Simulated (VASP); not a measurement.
Input of a VASP 6.6.1 run:

The input POSCAR:

```
AlP
1.0
    0.0000000000      2.7393129744      2.7393129744
    2.7393129744      0.0000000000      2.7393129744
    2.7393129744      2.7393129744      0.0000000000
Al P
1 1
Direct
    0.0000000000      0.0000000000      0.0000000000
    0.2500000000      0.2500000000      0.2500000000
```

Contents of INCAR.step1:

```
SYSTEM = AlP
PREC     = Accurate       ! precision mode
ENCUT    = 550            ! plane-wave cutoff, eV
ISMEAR   = 0              ! smearing method
SIGMA    = 0.02           ! smearing width, eV
LREAL    = .False.        ! projectors in reciprocal space
LASPH    = .True.         ! aspherical terms in the spheres
NELM     = 120            ! most SCF steps
NBANDS   = 11             ! bands
GGA      = PE             ! functional
ALGO     = Normal         ! electronic algorithm
EDIFF    = 1E-5           ! SCF threshold, eV
LWAVE    = .True.         ! write WAVECAR
LCHARG   = .False.        ! write CHGCAR
GGA_COMPAT= .False.
```

The input INCAR.step2:

```
SYSTEM = AlP
PREC     = Accurate       ! precision mode
ENCUT    = 550            ! plane-wave cutoff, eV
EDIFF    = 1E-6           ! SCF threshold, eV
ISMEAR   = 0              ! smearing method
SIGMA    = 0.02           ! smearing width, eV
LREAL    = .False.        ! projectors in reciprocal space
LASPH    = .True.         ! aspherical terms in the spheres
NELM     = 120            ! most SCF steps
ALGO     = Normal         ! electronic algorithm
ISIF     = 2              ! what is computed and relaxed
LWAVE    = .False.        ! write WAVECAR
LCHARG   = .True.         ! write CHGCAR
METAGGA  = R2SCAN         ! meta-GGA
LMIXTAU  = .True.       
LELF     = .True.         ! ELF
LVHAR    = .True.       
NBANDS   = 11             ! bands
ISTART   = 1            
GGA_COMPAT= .False.
```

KPOINTS

```
Automatic mesh
0
Gamma
  8 8 8
  0 0 0
```

Potentials or basis: VASP PAW PBE potentials, release 64 (Al, P).

Launch:

```sh
$ cat potpaw_PBE.64/Al/POTCAR potpaw_PBE.64/P/POTCAR > POTCAR
$ cp INCAR.step1 INCAR
$ mpirun -np 1 vasp_std > vasp.out
$ cp INCAR.step2 INCAR
$ mpirun -np 1 vasp_std > vasp.out
```

Problem. Predict the band gap on the k mesh.

Solution. 1.93 eV, indirect (least direct gap 3.91 eV).

Problem. Estimate the pressure.

Solution. -0.3 GPa.

Caveat: the PAW data sets were made with another functional, which shifts forces and pressure a little. r2SCAN opens gaps a little over a GGA but as a rule still falls short of measured ones.
